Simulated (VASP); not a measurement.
# SiC (Cmc2_1) in VASP: notebook

Runs on SiC. Level: PBEsol. Tasks: single point.

Everything below comes from runs of VASP 6.6.1. Logs are shortened: lines on timing, memory, paths and dates and some standing lists are left out, and cuts for length are marked.

### Step 1. The cell of the first run

It takes space group Cmc2_1 (No. 36, orthorhombic). Conventional cell: a = 2.924 Å, b = 5.331 Å, c = 9.371 Å, α = 90.00°, β = 90.00°, γ = 90.00°. Within 2.3 Å of Si (site symmetry m) lie 4 C at 1.76 to 1.87 Å. Si (site symmetry m) has 4 C at 1.76 to 1.87 Å within 2.3 Å. Within 2.3 Å of C (site symmetry m) lie 4 Si at 1.76 to 1.87 Å. Within 2.3 Å of C (site symmetry m) lie 4 Si at 1.76 to 1.87 Å.

### Step 2. Single point, PBEsol (normal strain along x -0.0500, normal strain along z -0.0700)

The input, INCAR:

```
PREC = Accurate
ENCUT = 600
EDIFF = 1E-6
ISMEAR = 0
SIGMA = 0.05
LREAL = F
LASPH = T
NELM = 120
ALGO = Normal
ISIF = 2
LWAVE = F
LCHARG = F
GGA = PS
NBANDS = 26
GGA_COMPAT = F
```

The input, KPOINTS:

```
regular mesh
0
Gamma
  12 12 4
```

The input, POSCAR:

```
SiC
1.0
    2.9241637117      0.0000000000      0.0000000000
   -1.4620818558      2.6656842728      0.0000000000
    0.0000000000      0.0000000000      9.3705023842
Si C
4 4
Direct
    0.6666666667      0.3333333333      0.9378278494
    0.3333333333      0.6666666667      0.4378278494
    0.0000000000      0.0000000000      0.6878973398
    0.0000000000      0.0000000000      0.1878973398
    0.6666666667      0.3333333333      0.7498191768
    0.3333333333      0.6666666667      0.2498191768
    0.0000000000      0.0000000000      0.5004546340
    0.0000000000      0.0000000000      0.0004546340
```

Potentials or basis: VASP PAW PBE potentials, release 64 (Si, C).

The run is started by

```bash
$ cat potpaw_PBE.64/Si/POTCAR potpaw_PBE.64/C/POTCAR > POTCAR
$ mpirun -np 1 vasp_std > vasp.out
```

OUTCAR:

```text
PREC = Accurate
   ENCUT = 600
   EDIFF = 1E-6
   ISMEAR = 0
   LREAL = F
   LASPH = T
   NELM = 120
   ISIF = 2
   GGA = PS

 ion  position               nearest neighbor table
   1  0.667  0.333  0.938-   5 1.76   8 1.81   8 1.81   8 1.87   3 2.90   3 2.90   4 2.90   4 2.90
                             3 2.94   4 2.94
   2  0.333  0.667  0.438-   6 1.76   7 1.81   7 1.81   7 1.87   4 2.90   4 2.90   3 2.90   3 2.90
                             4 2.94   3 2.94
   3  0.000  0.000  0.688-   7 1.76   5 1.81   5 1.81   5 1.87   1 2.90   1 2.90   2 2.90   2 2.90
                             1 2.94   2 2.94
   4  0.000  0.000  0.188-   8 1.76   6 1.81   6 1.81   6 1.87   2 2.90   2 2.90   1 2.90   1 2.90
                             2 2.94   1 2.94
   5  0.667  0.333  0.750-   1 1.76   3 1.81   3 1.81   3 1.87
   6  0.333  0.667  0.250-   2 1.76   4 1.81   4 1.81   4 1.87
   7  0.000  0.000  0.500-   3 1.76   2 1.81   2 1.81   2 1.87
   8  0.000  0.000  0.000-   4 1.76   1 1.81   1 1.81   1 1.87

  LATTYP: Found a base centered orthorhombic cell.
 ALAT       =     2.9241637117
 B/A-ratio  =     1.8232113764
 C/A-ratio  =     3.2045067609

  Lattice vectors:

 A1 = (   1.4620818558,  -2.6656842728,   0.0000000000)
 A2 = (   1.4620818559,   2.6656842728,   0.0000000000)
 A3 = (   0.0000000000,   0.0000000000,   9.3705023842)

Analysis of symmetry for initial positions (statically):
=====================================================================
 Subroutine PRICEL returns:
 Original cell was already a primitive cell.

 Routine SETGRP: Setting up the symmetry group for a
 base centered orthorhombic supercell.

 Subroutine GETGRP returns: Found  4 space group operations
 (whereof  2 operations were pure point group operations)
 out of a pool of  8 trial point group operations.

The static configuration has the point symmetry C_1h.
 The point group associated with its full space group is C_2v.

Analysis of symmetry for dynamics (positions and initial velocities):
=====================================================================
 Subroutine PRICEL returns:
 Original cell was already a primitive cell.

 Routine SETGRP: Setting up the symmetry group for a
 base centered orthorhombic supercell.

 Subroutine GETGRP returns: Found  4 space group operations
 (whereof  2 operations were pure point group operations)
 out of a pool of  8 trial point group operations.

The dynamic configuration has the point symmetry C_1h.
 The point group associated with its full space group is C_2v.

 Subroutine INISYM returns: Found  4 space group operations
 (whereof  2 operations are pure point group operations),
 and found     1 'primitive' translations

----------------------------------------------------------------------------------------

                                     Primitive cell

  volume of cell :      73.0421

  direct lattice vectors                    reciprocal lattice vectors
     2.924163712  0.000000000  0.000000000     0.341978117  0.187569100  0.000000000
    -1.462081856  2.665684273  0.000000000     0.000000000  0.375138200  0.000000000
     0.000000000  0.000000000  9.370502384     0.000000000  0.000000000  0.106717864

  length of vectors
     2.924163712  3.040321693  9.370502384     0.390039998  0.375138200  0.106717864

  position of ions in fractional coordinates (direct lattice)
     0.666666667  0.333333333  0.937827849
     0.333333333  0.666666667  0.437827849
     0.000000000  0.000000000  0.687897340
     0.000000000  0.000000000  0.187897340
     0.666666667  0.333333333  0.749819177
     0.333333333  0.666666667  0.249819177
     0.000000000  0.000000000  0.500454634
     0.000000000  0.000000000  0.000454634

  ion indices of the primitive-cell ions
   primitive index   ion index
                 1           1
                 2           2
                 3           3
                 4           4
                 5           5
                 6           6
                 7           7
                 8           8

----------------------------------------------------------------------------------------

 KPOINTS: regular mesh

Automatic generation of k-mesh.
 Grid dimensions read from file:
 generate k-points for:   12   12    4

 Generating k-lattice:

  Cartesian coordinates                     Fractional coordinates (reciprocal lattice)
     0.028498176  0.015630758  0.000000000     0.083333333  0.000000000  0.000000000
     0.000000000  0.031261517  0.000000000     0.000000000  0.083333333  0.000000000
     0.000000000  0.000000000  0.026679466     0.000000000  0.000000000  0.250000000

  Length of vectors
     0.032503333  0.031261517  0.026679466

  Shift w.r.t. Gamma in fractional coordinates (k-lattice)
     0.000000000  0.000000000  0.000000000

 Subroutine IBZKPT returns following result:
 ===========================================

 Found    129 irreducible k-points:

 Following reciprocal coordinates:
            Coordinates               Weight
  0.000000  0.000000  0.000000      1.000000
  0.083333  0.000000  0.000000      4.000000
  0.166667  0.000000  0.000000      4.000000
  0.250000 -0.000000  0.000000      4.000000
  0.333333  0.000000  0.000000      4.000000
  0.416667  0.000000  0.000000      4.000000
[... 16 lines left out ...]
  0.333333  0.166667  0.000000      4.000000
  0.416667  0.166667  0.000000      4.000000
 [... further k-points ...]
   k-points           NKPTS =    129   k-points in BZ     NKDIM =    129   number of bands    NBANDS=     26
   number of dos      NEDOS =    301   number of ions     NIONS =      8
   total plane-waves  NPLWV =  46080
   dimension x,y,z NGX =    24 NGY =   24 NGZ =   80
   dimension x,y,z NGXF=    48 NGYF=   48 NGZF=  160
   ions per type =               4   4
   NGX,Y,Z   is equivalent  to a cutoff of  13.64, 13.12, 14.19 a.u.
   NGXF,Y,Z  is equivalent  to a cutoff of  27.29, 26.25, 28.39 a.u.
 SYSTEM =  unknown system
   PREC   = accura    normal or accurate (medium, high low for compatibility)
   ISTART =      0    job   : 0-new  1-cont  2-samecut
   ICHARG =      2    charge: 1-file 2-atom 10-const
   ISPIN  =      1    spin polarized calculation?
   LNONCOLLINEAR =      F non collinear calculations
   LSORBIT =      F    spin-orbit coupling
   LASPH  =      T    aspherical Exc in radial PAW
   ENCUT  =  600.0 eV  44.10 Ry    6.64 a.u.   5.84  6.07 18.72*2*pi/ulx,y,z
   NELM   =    120;   NELMIN=  2; NELMDL= -5     # of ELM steps
   EDIFF  = 0.1E-05   stopping-criterion for ELM
   LREAL  =      F    real-space projection
   EDIFFG = 0.1E-04   stopping-criterion for IOM
   NSW    =      0    number of steps for IOM
   IBRION =     -1    ionic relax: 0-MD 1-quasi-New 2-CG
   NFREE  =      0    steps in history (QN), initial steepest desc. (CG)
   ISIF   =      2    stress and relaxation
   ISYM   =      2    0-nonsym 1-usesym 2-fastsym
   POTIM  = 0.5000    time-step for ionic-motion
   TEBEG  =    0.0;   TEEND  =   0.0 temperature during run
   PSTRESS=    0.0 pullay stress
   NELECT =      32.0000    total number of electrons
   NUPDOWN=      -1.0000    fix difference up-down
   EMIN   =  10.00;   EMAX   =-10.00  energy-range for DOS
   EFERMI =   0.00;   METHOD = LEGACY
   ISMEAR =     0;   SIGMA  =   0.05  broadening in eV -4-tet -1-fermi 0-gaus
   EFERMI_NEDOS =   21; number of points for ismear=-14 and -15
   IALGO  =     38    algorithm
   IMIX   =      4    mixing-type and parameters
     AMIX     =   0.40;   BMIX     =  1.00
     AMIX_MAG =   1.60;   BMIX_MAG =  1.00
  volume/ion in A,a.u.               =       9.13        61.61
  Fermi-wavevector in a.u.,A,eV,Ry     =   1.243370  2.349629 21.034186  1.545969
  Thomas-Fermi vector in A             =   2.377684
   LORBIT       =      0    0 simple, 1 ext, 2 COOP (PROOUT), +10 PAW based schemes
   GGA     = PS    functional components
   LHFCALC =     F    Hartree Fock is set to
   AEXX    =    0.0000 exact exchange contribution
   IVDW    =     0    specifies the selected vdW correction
   LEPSILON=     F    determine dielectric tensor
   LRPA    =     F    only Hartree local field effects (RPA)
 non-spin polarized calculation
 Gauss-broadening in eV      SIGMA  =   0.05
  energy-cutoff  :      600.00
  volume of cell :       73.04
 maximum number of plane-waves:      2464
   NGX = 11   NGY = 13   NGZ = 37

 number of electron      32.0000000 magnetization

 Free energy of the ion-electron system (eV)
  ---------------------------------------------------
  ext. energy  EPLUGINS =         0.00000000
  ---------------------------------------------------
  free energy    TOTEN  =       -62.27511758 eV

  energy without entropy =      -62.27511758  energy(sigma->0) =      -62.27511758

 E-fermi :   9.9499     XC(G=0): -12.0457

 val. band max:        9.7466404636   @ k =   0.0000   0.0000   0.0000
 cond. band min:      11.4242452922   @ k =   0.5000  -0.0000   0.0000
 fundamental gap:      1.6776048285
 Fermi energy:         9.9499106728

 k-point     1 :       0.0000    0.0000    0.0000
  band No.  band energies     occupation
      1      -6.9402      2.00000
      2      -5.5499      2.00000
      3      -5.4795      2.00000
      4      -2.4352      2.00000
      5       0.3124      2.00000
      6       5.3485      2.00000
[... 18 lines left out ...]
     25      17.6639      0.00000
     26      18.4959      0.00000

 k-point     2 :       0.0833    0.0000    0.0000
  band No.  band energies     occupation
      1      -6.8077      2.00000
      2      -5.4219      2.00000
      3      -5.3508      2.00000
      4      -2.3284      2.00000
      5       0.4389      2.00000
      6       5.3703      2.00000
[... 18 lines left out ...]
     25      17.9717      0.00000
     26      18.3790      0.00000

 k-point     3 :       0.1667    0.0000    0.0000
  band No.  band energies     occupation
      1      -6.4131      2.00000
      2      -5.0418      2.00000
      3      -4.9684      2.00000
      4      -2.0190      2.00000
      5       0.8121      2.00000
      6       5.2175      2.00000
[... 572 lines left out ...]
 k-point    23 :       0.3333    0.1667    0.0000
  band No.  band energies     occupation
      1      -3.6136      2.00000
      2      -2.5213      2.00000
      3      -2.4186      2.00000
      4      -1.0444      2.00000
      5       1.3860      2.00000
      6       1.8195      2.00000
[... 18 lines left out ...]
     25      18.7890      0.00000
     26      19.5377      0.00000

 k-point    24 :       0.4167    0.1667    0.0000
  band No.  band energies     occupation
      1      -2.7353      2.00000
      2      -2.1901      2.00000
      3      -1.9187      2.00000
      4      -1.3421      2.00000
      5       0.7283      2.00000
      6       1.1186      2.00000
[... 18 lines left out ...]
     25      18.7188      0.00000
     26      19.4599      0.00000

 [... further k-points ...]
[... 5 lines left out ...]
  --------------------------------------------------------------------------------------
  -------------------------------------------------------------------------------------
  Total       17.7297698      4.4542645     27.4967181      0.0000000      0.0000000      0.0000000
  in kB      388.9022104     97.7042188    603.1400613      0.0000000      0.0000000      0.0000000
  external PRESSURE =     363.2488301 kB  Pullay stress =       0.0000000 kB

 VOLUME and BASIS-vectors are now :
 -----------------------------------------------------------------------------
  energy-cutoff  :      600.00
  volume of cell :       73.04
      direct lattice vectors                 reciprocal lattice vectors
     2.924163712  0.000000000  0.000000000     0.341978117  0.187569100  0.000000000
    -1.462081856  2.665684273  0.000000000     0.000000000  0.375138200  0.000000000
     0.000000000  0.000000000  9.370502384     0.000000000  0.000000000  0.106717864

 POSITION                                       TOTAL-FORCE (eV/Angst)
 -----------------------------------------------------------------------------------
      1.46208      0.88856      8.78792         0.000000      0.590876      0.901945
     -0.00000      1.77712      4.10267        -0.000000     -0.590876      0.901945
      0.00000      0.00000      6.44594        -0.000000     -0.542440      1.084132
      0.00000      0.00000      1.76069         0.000000      0.542440      1.084132
      1.46208      0.88856      7.02618         0.000000      0.737541     -1.011111
     -0.00000      1.77712      2.34093        -0.000000     -0.737541     -1.011111
      0.00000      0.00000      4.68951         0.000000      0.534933     -0.974966
      0.00000      0.00000      0.00426        -0.000000     -0.534933     -0.974966
 -----------------------------------------------------------------------------------
    total drift:                               -0.000000     -0.000000     -0.001132

  FREE ENERGIE OF THE ION-ELECTRON SYSTEM (eV)
  ---------------------------------------------------
  free  energy   TOTEN  =       -62.2751175846 eV

  energy  without entropy=      -62.2751175846  energy(sigma->0) =      -62.27511758
```

It took 5.5 min on 1 thread of Oxide Virtual Turin-like, shared host; peak memory 0.32 GiB.

What came out:

- Free energy: -62.2751 eV
- Pressure: 36.3 GPa
- Largest force: 1.252 eV/Å
- Band gap on the k mesh: 1.68 eV (least direct gap 3.06 eV)

Forces on the atoms (eV/Å):
```
Si   0.000  0.591  0.902
Si   0.000 -0.591  0.902
Si   0.000 -0.542  1.084
Si   0.000  0.542  1.084
C    0.000  0.738 -1.011
C    0.000 -0.738 -1.011
C    0.000  0.535 -0.975
C    0.000 -0.535 -0.975
```

Stress tensor (GPa, compression positive):
```
38.89  0.00  0.00
 0.00  9.77  0.00
 0.00  0.00 60.31
```

Caveat: the cell differs from its parent crystal (normal strain along x -0.0500, normal strain along z -0.0700); the stress differs along the axes, from 10 to 60 GPa; the PAW data sets were made with another functional, which shifts forces and pressure a little. A k mesh can miss the band edges.

(Part 1 of 2 ends here.)
